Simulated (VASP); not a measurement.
## In2P: relaxation of cell and atoms with PBE

In2P:

```xyz
9
Lattice="7.0180 0.0000 0.0000 -3.5090 6.0777 0.0000 0.0000 0.0000 6.9860" Properties=species:S:1:pos:R:3 pbc="T T T"
In    1.6038    1.6099    2.2028
In    4.8219    0.5840    4.5315
In    4.1013    3.8839    6.8602
In    0.5923    2.1939    4.7832
In   -1.9052    4.4678    2.4545
In    1.3129    5.4937    0.1259
P     3.6558    0.0000    2.3287
P    -1.8279    3.1660    4.6574
P     1.6811    2.9117    0.0000
```

```yaml
Program: VASP 6.6.1
Task: relaxation of cell and atoms
Functional: PBE
Potentials_or_basis: VASP PAW PBE potentials, release 64 (In_d, P)
Cutoff: 600 eV
k_mesh: 6 × 6 × 6
Occupations: gaussian, width 0.1 eV
Spin: no spin polarisation
Dipole_correction: no
Further_INCAR_settings: ALGO = Fast; EDIFF = 1e-06; IBRION = 2; EDIFFG = -0.01; NSW = 100; ISIF = 3
```

```yaml
Relaxed_volume: 33.53 Å³/atom
Relaxed_cell: a = 7.072 Å, b = 7.072 Å, c = 6.968 Å, α = 90.00°, β = 90.00°, γ = 120.00°
Space_group_after_relaxing_to_0.1_Å: P3_121 (No. 152)
Energy_gained_by_relaxing: 0.2 meV/atom
Ionic_steps: 20
Pressure_after_relaxing: 0.0 GPa
Largest_force_after_relaxing: 0.010 eV/Å
Band_gap_on_the_k_mesh: zero (an odd number of electrons rules out a gap without spin polarisation)
```

Forces in eV/Å, atoms in the order of the input:
```
In  -0.004 -0.006 -0.007
In   0.007 -0.001 -0.007
In  -0.003  0.006 -0.007
In  -0.003 -0.006  0.007
In  -0.004  0.006  0.007
In   0.007  0.001  0.007
P   -0.006  0.000  0.000
P    0.003 -0.005  0.000
P    0.003  0.005  0.000
```

The path:
| step | energy change (eV) | largest force (eV/Å) | pressure (GPa) | volume (Å³) |
| --- | --- | --- | --- | --- |
| 1 | 0.0000 | 0.0200 | 0.18 | 297.98 |
| 2 | -0.0010 | 0.0199 | -0.19 | 299.60 |
| 3 | -0.0009 | 0.0198 | 0.06 | 299.22 |
| 4 | -0.0009 | 0.0198 | 0.04 | 299.32 |
| 5 | -0.0009 | 0.0198 | 0.00 | 299.44 |
| 6 | -0.0009 | 0.0198 | 0.01 | 299.47 |
| 7 | -0.0009 | 0.0198 | 0.00 | 299.53 |
| 8 | -0.0009 | 0.0197 | 0.01 | 299.50 |
| 9 | -0.0011 | 0.0185 | 0.02 | 299.60 |
| 10 | -0.0014 | 0.0154 | 0.03 | 299.92 |
| 11 | -0.0018 | 0.0106 | 0.04 | 300.54 |
| 12 | -0.0016 | 0.0227 | 0.05 | 301.79 |
| 13 | -0.0019 | 0.0180 | 0.05 | 301.26 |
| 14 | -0.0019 | 0.0152 | -0.04 | 301.66 |
| 15 | -0.0019 | 0.0179 | 0.02 | 301.56 |
| 16 | -0.0019 | 0.0151 | 0.02 | 301.60 |
| 17 | -0.0019 | 0.0150 | 0.01 | 301.64 |
| 18 | -0.0019 | 0.0154 | 0.02 | 301.65 |
| 19 | -0.0020 | 0.0126 | 0.01 | 301.68 |
| 20 | -0.0020 | 0.0097 | -0.02 | 301.79 |

Final structure:
```
CELL_PARAMETERS angstrom
7.07194 0.00000 0.00000
-3.53597 6.12448 0.00000
0.00000 0.00000 6.96791
ATOMIC_POSITIONS crystal
In 0.36147 0.26454 0.31509
In 0.73546 0.09693 0.64842
In 0.90307 0.63853 0.98175
In 0.26454 0.36147 0.68491
In 0.09693 0.73546 0.35158
In 0.63853 0.90307 0.01825
P 0.51847 0.00000 0.33333
P 0.00000 0.51847 0.66667
P 0.48153 0.48153 0.00000
```

Levels at points of the mesh, in eV from the Fermi level:
| k point | band 42 | band 43 | band 44 | band 45 | band 46 | band 47 | band 48 | band 49 | band 50 | band 51 |
| --- | --- | --- | --- | --- | --- | --- | --- | --- | --- | --- |
| (0.00, 0.00, 0.00) | -2.60 | -2.44 | -1.63 | -1.63 | -0.90 | 0.63 | 0.63 | 0.79 | 1.24 | 1.24 |
| (0.50, 0.00, 0.00) | -2.00 | -1.97 | -1.55 | -1.33 | -0.64 | 0.09 | 0.56 | 1.51 | 1.52 | 1.88 |
| (0.00, 0.00, 0.50) | -3.01 | -1.60 | -1.60 | -0.50 | -0.34 | -0.34 | 0.58 | 1.00 | 1.00 | 1.79 |
| (0.50, 0.00, 0.50) | -2.06 | -1.93 | -1.57 | -1.34 | -0.59 | 0.33 | 0.60 | 1.02 | 1.19 | 1.35 |

It took 2.3 h on 1 thread of Oxide Virtual Turin-like Processor, with other jobs on the host, peak memory 0.76 GiB.

Caveat: spin-orbit coupling is left out, which moves the levels of the heavy elements.
